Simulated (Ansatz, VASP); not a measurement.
## MgO in VASP and in Ansatz

The input INCAR:

```
SYSTEM = MgO
PREC = Accurate
ENCUT = 600
EDIFF = 1E-6
ISMEAR = 0
SIGMA = 0.1
LREAL = .False.
LASPH = .True.
NELM = 120
ALGO = Normal
ISIF = 2
LWAVE = .False.
LCHARG = .False.
GGA = CA
NBANDS = 11
GGA_COMPAT = .False.
```

File KPOINTS:

```
regular mesh
0
Gamma
  9 9 9
  0 0 0
```

The input POSCAR:

```
MgO
1.0
    0.0000000000      2.1760000000      2.1760000000
    2.1760000000      0.0000000000      2.1760000000
    2.1760000000      2.1760000000      0.0000000000
Mg O
1 1
Direct
    0.0000000000      0.0000000000      0.0000000000
    0.5000000000      0.5000000000      0.5000000000
```

Input for Ansatz:

```yaml
crystal:
  lattice:
    - [0.0, 2.176, 2.176]
    - [2.176, 0.0, 2.176]
    - [2.176, 2.176, 0.0]
  atoms:
    - { symbol: Mg, position: [0.0, 0.0, 0.0] }
    - { symbol: O, position: [0.5, 0.5, 0.5] }
hamiltonian:
  xc: lda
  pseudopotentials: { kind: paw }
basis:
  ecutwfc: 420
kpoints:
  mp_grid: { grid: [9, 9, 9] }
scf:
  occupations: { method: gaussian, width: 0.1 }
  lower_state_search: "off"
output:
  forces: true
  stress: true
  write_density: true
  write_potential: true
  elf: true
  volumetric_format: npy
```

Alike in both runs: task single point; functional LDA; k mesh 9 × 9 × 9; occupations gaussian, width 0.1 eV; no spin polarisation.

```csv
,VASP,Ansatz
version,VASP 6.6.1,Ansatz 0.2.0
potentials or method,"VASP PAW LDA potentials, release 64 (Mg, O), cutoff 600 eV","PAW, plane waves, scalar-relativistic"
valence electrons in the cell,8,16
```

|  | VASP | Ansatz | Ansatz less VASP |
| --- | --- | --- | --- |
| gap on the k mesh at the Fermi level (eV) | 3.76 | 3.76 | +0.004 |
| pressure (GPa) | -19.5 | -17.7 | +1.84 |

LDA's correlation is that of Perdew and Zunger in VASP and of Perdew and Wang (1992) in Ansatz. VASP's potentials hold 8 valence electrons a cell and Ansatz's 16, so a difference there can come from the potentials and not from the codes.
